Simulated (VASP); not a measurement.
## Na: single point with LDA

Na:

```
CELL_PARAMETERS angstrom
3.62098 0.00000 0.00000
-1.81049 3.13586 0.00000
0.00000 0.00000 5.89817
ATOMIC_POSITIONS crystal
Na 0.26890 0.66667 0.25000
Na 0.73110 0.33333 0.75000
```

This cell differs from its parent crystal: atoms displaced along a vibrational mode.

```
Program             : VASP 6.6.1
Task                : single point
Functional          : LDA
Potentials or basis : VASP PAW LDA potentials, release 64 (Na_pv)
Cutoff              : 520 eV
k mesh              : 15 × 15 × 8
Occupations         : gaussian, width 0.15 eV
Spin                : no spin polarisation
```

| Property | Result |
| --- | --- |
| Pressure | 0.0 GPa |
| Largest force | 0.066 eV/Å |
| Band gap on the k mesh | zero (bands 7 and 8 overlap by 4.60 eV) |

Forces on the atoms (eV/Å):
```
Na   0.060  0.027  0.000
Na  -0.060 -0.027  0.000
```

Stress tensor (GPa, compression positive):
```
-0.17  0.39  0.00
 0.39 -0.07  0.00
 0.00  0.00  0.14
```

Levels at points of the mesh, in eV from the Fermi level:
| k point | band 3 | band 4 | band 5 | band 6 | band 7 | band 8 | band 9 | band 10 | band 11 | band 12 |
| --- | --- | --- | --- | --- | --- | --- | --- | --- | --- | --- |
| (0.00, 0.00, 0.00) | -24.89 | -24.89 | -24.89 | -24.89 | -3.52 | 0.59 | 1.03 | 10.42 | 10.54 | 10.70 |
| (0.00, 0.00, 0.50) | -24.89 | -24.89 | -24.89 | -24.89 | -2.41 | -2.41 | 5.86 | 5.86 | 11.05 | 11.05 |

Wall time 8.7 min on 1 thread of Oxide Virtual Turin-like Processor (shared host), peak memory 0.42 GiB.

Caveat: the cell differs from its parent crystal (atoms displaced along a vibrational mode).
